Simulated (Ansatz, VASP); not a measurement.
**Ti in VASP and in Ansatz**

```
Ti
1.0
    -1.62813    1.62813    1.62813
     1.62813   -1.62813    1.62813
     1.62813    1.62813   -1.62813
Ti
1
Direct
  0.00000 0.00000 0.00000
```

Alike in both runs: functional r2SCAN; k mesh 13 × 13 × 13; occupations fermi-dirac, width 0.1 eV; no spin polarisation.

Ansatz relaxed the structure, and its values are those at the end. VASP's run is a single point on that final structure, the one shown.

```csv
,VASP,Ansatz
version,VASP 6.6.1,Ansatz 0.2.0
potentials or method,"VASP PAW PBE potentials, release 64 (Ti_sv), cutoff 520 eV","plane waves (500 eV) with PAW, scalar-relativistic"
valence electrons in the cell,12,12
```

Ansatz gave:

```
pressure (GPa) : 0.0
```

Question: What did VASP give for the same quantities?

Answer: Pressure (GPa): 0.4.

VASP's potentials were made for PBE, not for r2SCAN. Ansatz's warnings: negative readings unjudged.
